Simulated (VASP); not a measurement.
# B5Pt (P4/mmm) in VASP: a series of runs, part 2 of 3

VASP 6.6.1. The steps go on from the part before.

### Step 3. Relaxation of cell and atoms, PBE

This run uses another cell than the first one, of 9.67 Å³/atom, 1.186 times its volume.

File INCAR:

```
PREC     = Accurate       # precision mode
ENCUT    = 600            # plane-wave cutoff, eV
EDIFF    = 1E-6           # SCF threshold, eV
ISMEAR   = 0              # smearing method
SIGMA    = 0.1            # smearing width, eV
LREAL    = False          # projectors in reciprocal space
LASPH    = True           # aspherical terms in the spheres
NELM     = 100            # most SCF steps
ALGO     = Normal         # electronic algorithm
ISIF     = 3              # what is computed and relaxed
LWAVE    = False          # write WAVECAR
LCHARG   = False          # write CHGCAR
GGA      = PE             # functional
IBRION   = 2              # ionic algorithm
NSW      = 90             # ionic steps
EDIFFG   = -0.04          # ionic threshold
```

File KPOINTS:

```
regular mesh
0
Gamma
  8 8 2
```

File POSCAR:

```
B5Pt
1.0
    2.3928153400      0.0000000000      0.0000000000
    0.0000000000      2.3928153400      0.0000000000
    0.0000000000      0.0000000000     10.1358887300
B Pt
5 1
Direct
    0.5000000000      0.5000000000      0.3344822800
    0.5000000000      0.5000000000      0.6655177200
    0.0000000000      0.0000000000      0.1759868000
    0.0000000000      0.0000000000      0.8240132000
    0.0000000000      0.0000000000      0.5000000000
    0.5000000000      0.5000000000      0.0000000000
```

Potentials or basis: VASP PAW PBE potentials, release 64 (B, Pt).

Started as:

```
$ cat potpaw_PBE.64/B/POTCAR potpaw_PBE.64/Pt/POTCAR > POTCAR
$ mpirun -np 1 vasp_std > vasp.out
```

OUTCAR:

```text
PREC = Accurate
   ENCUT = 600
   EDIFF = 1E-6
   ISMEAR = 0
   LREAL = False
   LASPH = True
   NELM = 100
   ISIF = 3
   GGA = PE
   IBRION = 2
   NSW = 90
   EDIFFG = -0.04

 ion  position               nearest neighbor table
   1  0.500  0.500  0.334-
   2  0.500  0.500  0.666-
   3  0.000  0.000  0.176-   6 2.46   6 2.46   6 2.46   6 2.46
   4  0.000  0.000  0.824-   6 2.46   6 2.46   6 2.46   6 2.46
   5  0.000  0.000  0.500-
   6  0.500  0.500  0.000-   3 2.46   4 2.46   3 2.46   4 2.46   3 2.46   4 2.46   3 2.46   4 2.46

  LATTYP: Found a simple tetragonal cell.
 ALAT       =     2.3928153400
 C/A-ratio  =     4.2359677993

  Lattice vectors:

 A1 = (   2.3928153400,   0.0000000000,   0.0000000000)
 A2 = (   0.0000000000,   2.3928153400,   0.0000000000)
 A3 = (   0.0000000000,   0.0000000000,  10.1358887300)

Analysis of symmetry for initial positions (statically):
=====================================================================
 Subroutine PRICEL returns:
 Original cell was already a primitive cell.

 Routine SETGRP: Setting up the symmetry group for a
 simple tetragonal supercell.

 Subroutine GETGRP returns: Found 16 space group operations
 (whereof 16 operations were pure point group operations)
 out of a pool of 16 trial point group operations.

The static configuration has the point symmetry D_4h.

Analysis of symmetry for dynamics (positions and initial velocities):
=====================================================================
 Subroutine PRICEL returns:
 Original cell was already a primitive cell.

 Routine SETGRP: Setting up the symmetry group for a
 simple tetragonal supercell.

 Subroutine GETGRP returns: Found 16 space group operations
 (whereof 16 operations were pure point group operations)
 out of a pool of 16 trial point group operations.

The dynamic configuration has the point symmetry D_4h.

 Subroutine INISYM returns: Found 16 space group operations
 (whereof 16 operations are pure point group operations),
 and found     1 'primitive' translations

----------------------------------------------------------------------------------------

                                     Primitive cell

  volume of cell :      58.0337

  direct lattice vectors                    reciprocal lattice vectors
     2.392815340  0.000000000  0.000000000     0.417917749  0.000000000  0.000000000
     0.000000000  2.392815340  0.000000000     0.000000000  0.417917749  0.000000000
     0.000000000  0.000000000 10.135888730     0.000000000  0.000000000  0.098659331

  length of vectors
     2.392815340  2.392815340 10.135888730     0.417917749  0.417917749  0.098659331

  position of ions in fractional coordinates (direct lattice)
     0.500000000  0.500000000  0.334482280
     0.500000000  0.500000000  0.665517720
     0.000000000  0.000000000  0.175986800
     0.000000000  0.000000000  0.824013200
     0.000000000  0.000000000  0.500000000
     0.500000000  0.500000000  0.000000000

  ion indices of the primitive-cell ions
   primitive index   ion index
                 1           1
                 2           2
                 3           3
                 4           4
                 5           5
                 6           6

----------------------------------------------------------------------------------------

[... 59 lines left out ...]
 SYSTEM =  unknown system
   PREC   = accura    normal or accurate (medium, high low for compatibility)
   ISTART =      0    job   : 0-new  1-cont  2-samecut
   ICHARG =      2    charge: 1-file 2-atom 10-const
   ISPIN  =      1    spin polarized calculation?
   LNONCOLLINEAR =      F non collinear calculations
   LSORBIT =      F    spin-orbit coupling
   LASPH  =      T    aspherical Exc in radial PAW
   ENCUT  =  600.0 eV  44.10 Ry    6.64 a.u.   4.78  4.78 20.24*2*pi/ulx,y,z
   NELM   =    100;   NELMIN=  2; NELMDL= -5     # of ELM steps
   EDIFF  = 0.1E-05   stopping-criterion for ELM
   LREAL  =      F    real-space projection
   EDIFFG = -.4E-01   stopping-criterion for IOM
   NSW    =     90    number of steps for IOM
   IBRION =      2    ionic relax: 0-MD 1-quasi-New 2-CG
   NFREE  =      1    steps in history (QN), initial steepest desc. (CG)
   ISIF   =      3    stress and relaxation
   ISYM   =      2    0-nonsym 1-usesym 2-fastsym
   POTIM  = 0.5000    time-step for ionic-motion
   TEBEG  =    0.0;   TEEND  =   0.0 temperature during run
   PSTRESS=    0.0 pullay stress
   NELECT =      25.0000    total number of electrons
   NUPDOWN=      -1.0000    fix difference up-down
   EMIN   =  10.00;   EMAX   =-10.00  energy-range for DOS
   EFERMI =   0.00;   METHOD = LEGACY
   ISMEAR =     0;   SIGMA  =   0.10  broadening in eV -4-tet -1-fermi 0-gaus
   EFERMI_NEDOS =   21; number of points for ismear=-14 and -15
   IALGO  =     38    algorithm
   IMIX   =      4    mixing-type and parameters
     AMIX     =   0.40;   BMIX     =  1.00
     AMIX_MAG =   1.60;   BMIX_MAG =  1.00
  volume/ion in A,a.u.               =       9.67        65.27
  Fermi-wavevector in a.u.,A,eV,Ry     =   1.236407  2.336470 20.799255  1.528702
  Thomas-Fermi vector in A             =   2.371017
   LORBIT       =      0    0 simple, 1 ext, 2 COOP (PROOUT), +10 PAW based schemes
   GGA     = PE    functional components
   LHFCALC =     F    Hartree Fock is set to
   AEXX    =    0.0000 exact exchange contribution
   IVDW    =     0    specifies the selected vdW correction
   LEPSILON=     F    determine dielectric tensor
   LRPA    =     F    only Hartree local field effects (RPA)
 conjugate gradient relaxation of ions
 non-spin polarized calculation
 Gauss-broadening in eV      SIGMA  =   0.10
  energy-cutoff  :      600.00
  volume of cell :       58.03
 maximum number of plane-waves:      1972
 NGX is ok and might be reduce to    20
   NGX =  9   NGY =  9   NGZ = 41

--------------------------------------- Ionic step        1  -------------------------------------------

 number of electron      25.0000002 magnetization

 Free energy of the ion-electron system (eV)
  ---------------------------------------------------
  ext. energy  EPLUGINS =         0.00000000
  ---------------------------------------------------
  free energy    TOTEN  =       -28.38061693 eV

  energy without entropy =      -28.37314453  energy(sigma->0) =      -28.37688073

------------------------ aborting loop because EDIFF is reached ----------------------------------------

  FORCE on cell =-STRESS in cart. coord.  units (eV):
  Direction    XX          YY          ZZ          XY          YZ          ZX
  --------------------------------------------------------------------------------------
  -------------------------------------------------------------------------------------
  Total        0.7696540      0.7696540    -13.9220840      0.0000000      0.0000000     -0.0000000
  in kB       21.2483845     21.2483845   -384.3568531      0.0000000      0.0000000     -0.0000000
  external PRESSURE =    -113.9533614 kB  Pullay stress =       0.0000000 kB
[... 101 lines left out ...]
  FREE ENERGIE OF THE ION-ELECTRON SYSTEM (eV)
  ---------------------------------------------------
  free  energy   TOTEN  =       -29.7178358651 eV

  energy  without entropy=      -29.7087296377  energy(sigma->0) =      -29.71328275

 E-fermi :   9.9016     XC(G=0): -12.6955

 val. band max:        9.8392202606   @ k =   0.3750   0.2500   0.0000
 cond. band min:       9.9412884613   @ k =   0.1250   0.1250   0.0000
 fundamental gap:      0.1020682007
 Fermi energy:         9.9016329639

 k-point     1 :       0.0000    0.0000    0.0000
  band No.  band energies     occupation
      1      -6.4387      2.00000
      2      -2.6031      2.00000
      3      -2.0959      2.00000
      4       2.2845      2.00000
      5       2.8726      2.00000
      6       4.8507      2.00000
[... 435 lines left out ...]
      5       2.4231      2.00000
      6       3.2482      2.00000
[... 8 lines left out ...]
     15      12.3156      0.00000
     16      12.4587      0.00000

 [... further k-points ...]

[... ionic steps 4 to 41 ...]

--------------------------------------- Ionic step       42  -------------------------------------------

 number of electron      25.0000003 magnetization

------------------------ aborting loop because EDIFF is reached ----------------------------------------
[... 75 lines left out ...]
--------------------------------------- Ionic step       44  -------------------------------------------

 number of electron      25.0000004 magnetization

 Free energy of the ion-electron system (eV)
  ---------------------------------------------------
  ext. energy  EPLUGINS =         0.00000000
  ---------------------------------------------------
  free energy    TOTEN  =       -35.17987519 eV

  energy without entropy =      -35.17599782  energy(sigma->0) =      -35.17793651

 E-fermi :  10.1537     XC(G=0): -12.7950

 val. band max:       10.0559844151   @ k =   0.5000   0.3750   0.5000
 cond. band min:      10.1966941956   @ k =   0.1250   0.0000   0.5000
 fundamental gap:      0.1407097805
 Fermi energy:        10.1537338849

 k-point     1 :       0.0000    0.0000    0.0000
  band No.  band energies     occupation
      1      -6.3590      2.00000
      2      -2.6213      2.00000
      3      -1.8082      2.00000
      4       2.3358      2.00000
      5       2.9800      2.00000
      6       4.9708      2.00000
[... 480 lines left out ...]
  FREE ENERGIE OF THE ION-ELECTRON SYSTEM (eV)
  ---------------------------------------------------
  free  energy   TOTEN  =       -35.1798751948 eV

  energy  without entropy=      -35.1759978241  energy(sigma->0) =      -35.17793651

 reached required accuracy - stopping structural energy minimisation
```

Wall time 13 min (1 thread of Intel Xeon 6975P-C, shared host); peak memory 0.22 GiB.

Results:

```
Free energy                            : -35.1799 eV
Relaxed volume                         : 7.99 Å³/atom
Relaxed cell                           : a = 2.824 Å, b = 2.824 Å, c = 6.015 Å, α = 90.00°, β = 90.00°, γ = 90.00°
Space group after relaxing (to 0.05 Å) : P4/mmm (No. 123)
Energy gained by relaxing              : 1133.2 meV/atom
Ionic steps                            : 44
Pressure after relaxing                : 0.0 GPa
Largest force after relaxing           : 0.038 eV/Å
```

Forces in eV/Å, atoms in the order of the input:
```
B    0.000  0.000  0.038
B    0.000  0.000 -0.038
B    0.000  0.000 -0.005
B    0.000  0.000  0.005
B    0.000  0.000  0.000
Pt   0.000  0.000  0.000
```

Stress tensor (GPa, compression positive):
```
-0.14  0.00  0.00
 0.00 -0.14  0.00
 0.00  0.00  0.23
```

The path:
```tsv
step	energy change (eV)	largest force (eV/Å)	pressure (GPa)	volume (Å³)
1	0.0000	1.2957	-11.40	58.03
3	-1.3372	1.6115	8.47	50.60
5	-1.6988	0.5585	-12.21	54.53
7	-2.9333	1.4028	-0.20	50.21
9	-3.0505	1.5923	2.20	49.39
11	-3.7796	2.9440	39.95	44.95
13	-4.1108	1.8266	25.10	45.99
15	-4.1296	1.9701	27.19	45.89
17	-4.3131	1.8333	21.88	46.56
19	-4.8116	1.2699	2.20	49.64
21	-4.9026	0.9623	-9.28	52.12
23	-5.2011	1.6619	-6.77	50.98
25	-5.3779	6.6271	33.58	45.46
27	-5.7217	4.8460	15.10	47.19
29	-5.8405	4.8437	16.60	46.93
31	-5.8551	4.9203	29.02	45.71
33	-6.0771	4.4986	20.31	46.39
35	-6.6883	1.6003	6.32	47.51
37	-6.7656	1.2332	-0.53	48.28
39	-6.7809	0.8177	0.14	48.15
41	-6.7983	0.0587	-0.94	48.15
43	-6.7987	0.0496	-0.75	48.10
44	-6.7993	0.0378	-0.02	47.96
```

Final structure:
```yaml
crystal:
  lattice:
    - [2.82377, 0.00000, 0.00000]
    - [0.00000, 2.82377, 0.00000]
    - [0.00000, 0.00000, 6.01499]
  atoms:
    - { symbol: B, position: [0.50000, 0.50000, 0.36324] }
    - { symbol: B, position: [0.50000, 0.50000, 0.63676] }
    - { symbol: B, position: [0.00000, 0.00000, 0.22779] }
    - { symbol: B, position: [0.00000, 0.00000, 0.77221] }
    - { symbol: B, position: [0.00000, 0.00000, 0.50000] }
    - { symbol: Pt, position: [0.50000, 0.50000, 0.00000] }
```

Caveat: the volume moved by over 15 % at a fixed basis, so the end points are rough; spin-orbit coupling is left out, which moves the levels of the heavy elements.

(Part 2 of 3 ends here.)
